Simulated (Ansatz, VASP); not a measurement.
# HfS2: VASP beside Ansatz

POSCAR

```
HfS2
1.0
    3.6665989181      0.0000000000      0.0000000000
   -1.8332994590      3.1753678085      0.0000000000
    0.0000000000      0.0000000000      5.8489663599
Hf S
1 2
Direct
    0.0000000000      0.0000000000      0.0000000000
    0.3333333333      0.6666666667      0.2430333028
    0.6666666667      0.3333333333      0.7569666972
```

File INCAR.step1:

```
SYSTEM = HfS2
  PREC = Accurate
  ENCUT = 550
  ISMEAR = 0
  SIGMA = 0.01
  LREAL = .FALSE.
  LASPH = .TRUE.
  NELM = 120
  NBANDS = 18
  GGA = PE
  ALGO = Normal
  EDIFF = 1E-5
  LWAVE = .TRUE.
  LCHARG = .FALSE.
  GGA_COMPAT = .FALSE.
```

File INCAR.step2:

```
SYSTEM = HfS2
  PREC = Accurate
  ENCUT = 550
  EDIFF = 1E-6
  ISMEAR = 0
  SIGMA = 0.01
  LREAL = .FALSE.
  LASPH = .TRUE.
  NELM = 120
  ALGO = Normal
  ISIF = 2
  LWAVE = .FALSE.
  LCHARG = .FALSE.
  METAGGA = R2SCAN
  LMIXTAU = .TRUE.
  NBANDS = 18
  ISTART = 1
  GGA_COMPAT = .FALSE.
```

The input KPOINTS:

```
regular mesh
0
G
  12 12 4
  0 0 0
```

Input for Ansatz:

```yaml
crystal:
  lattice:
    - [3.6665989181, 0.0, 0.0]
    - [-1.833299459, 3.1753678085, 0.0]
    - [0.0, 0.0, 5.8489663599]
  atoms:
    - { symbol: Hf, position: [0.0, 0.0, 0.0] }
    - { symbol: S, position: [0.3333333333, 0.6666666667, 0.2430333028] }
    - { symbol: S, position: [0.6666666667, 0.3333333333, 0.7569666972] }
kpoints:
  mp_grid: { grid: [12, 12, 4] }
  band_path:
    path:
      - [0.0, 0.0, 0.0]
      - [0.5, 0.0, 0.0]
      - [0.3333333333, 0.3333333333, 0.0]
      - [0.0, 0.0, 0.5]
      - [0.5, 0.0, 0.5]
      - [0.3333333333, 0.3333333333, 0.5]
      - [0.0, 0.25, 0.25]
      - [-0.088542, 0.041667, 0.0]
      - [0.0, 0.5, 0.5]
    npoints: 1
hamiltonian:
  xc: r2scan
scf:
  occupations: { method: fixed }
  n_extra_bands: 4
output:
  forces: true
  stress: true
  eigenvalues: true
  write_density: true
  write_potential: true
  elf: true
  volumetric_format: npy
```

Change from the starting cell: epitaxial_xy strain +1.0%.

Alike in both runs: task single point; functional r2SCAN; k mesh 12 × 12 × 4; no spin polarisation.

|  | VASP | Ansatz |
| --- | --- | --- |
| version | VASP 6.6.1 | Ansatz 0.2.0 |
| potentials or method | VASP PAW PBE potentials, release 64 (Hf_pv, S) | plane waves, PAW |
| plane-wave cutoff (eV) | 550 | 500 |
| occupations | gaussian, width 0.01 eV | fixed |
| valence electrons in the cell | 22 | 38 |

|  | VASP | Ansatz | Ansatz less VASP |
| --- | --- | --- | --- |
| gap on the k mesh at the Fermi level (eV) | 1.41 | 1.39 | -0.022 |
| pressure (GPa) | -0.9 | -0.2 | +0.73 |
| traceless stress, the component that is largest in VASP (GPa) | 1.28 | 1.15 | -0.129 |
| rms of the force components (eV/Å) | 0.057 | 0.016 | -0.0408 |

VASP's potentials were made for PBE, not for r2SCAN. Atom by atom the forces differ by 0.041 eV/Å (rms over components). VASP's potentials hold 22 valence electrons a cell and Ansatz's 38, so a difference there can come from the potentials and not from the codes.

Neither program's run includes spin-orbit coupling.
